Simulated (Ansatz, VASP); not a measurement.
## One calculation of Te, two programs

Contents of POSCAR:

```
Te
1.0
   -1.8718682178      1.8718682178      1.8718682178
    1.8718682178     -1.8718682178      1.8718682178
    1.8718682178      1.8718682178     -1.8718682178
Te
1
Direct
    0.0000000000      0.0000000000      0.0000000000
```

The input INCAR.step1:

```
ALGO = Normal
EDIFF = 1E-4
ENCUT = 520
GGA = PE
ISMEAR = -1
LASPH = T
LCHARG = F
LREAL = F
LWAVE = T
NBANDS = 9
NELM = 80
PREC = Accurate
SIGMA = 0.1
```

INCAR.step2

```
ALGO = Normal
EDIFF = 1E-6
ENCUT = 520
ISIF = 2
ISMEAR = -1
ISTART = 1
LASPH = T
LCHARG = F
LMIXTAU = T
LREAL = F
LWAVE = F
METAGGA = R2SCAN
NBANDS = 9
NELM = 80
PREC = Accurate
SIGMA = 0.1
```

The input KPOINTS:

```
k-points
0
Gamma
  13 13 13
```

Input for Ansatz:

```yaml
crystal:
  lattice:
    - [-1.8718682178, 1.8718682178, 1.8718682178]
    - [1.8718682178, -1.8718682178, 1.8718682178]
    - [1.8718682178, 1.8718682178, -1.8718682178]
  atoms:
    - { symbol: Te, position: [0.0, 0.0, 0.0] }
hamiltonian:
  xc: r2scan
  pseudopotentials:
    kind: paw
    azcp:
      Te: "pseudopotentials/Te.paw.azcp"
basis:
  ecutwfc: 500
  fft_grid_basis: typed
kpoints:
  mp_grid: { grid: [13, 13, 13], shift: [0, 0, 0] }
magnetization:
  spin_polarized: false
scf:
  occupations: { method: fermi_dirac, width: 0.1 }
  lower_state_search: "off"
output:
  stress: true
```

Alike in both runs: task single point; functional r2SCAN; k mesh 13 × 13 × 13; occupations fermi-dirac, width 0.1 eV; no spin polarisation.

```csv
,VASP,Ansatz
version,VASP 6.6.1,Ansatz 0.2.0
potentials or method,"VASP PAW PBE potentials, release 64 (Te), cutoff 520 eV","plane waves (500 eV) with PAW, scalar-relativistic"
valence electrons in the cell,6,16
```

```tsv
	VASP	Ansatz	Ansatz less VASP
pressure (GPa)	6.0	6.0	+0.03
```

VASP's potentials were made for PBE, not for r2SCAN. VASP's potentials hold 6 valence electrons a cell and Ansatz's 16, so a difference there can come from the potentials and not from the codes.

Neither program's run includes spin-orbit coupling.
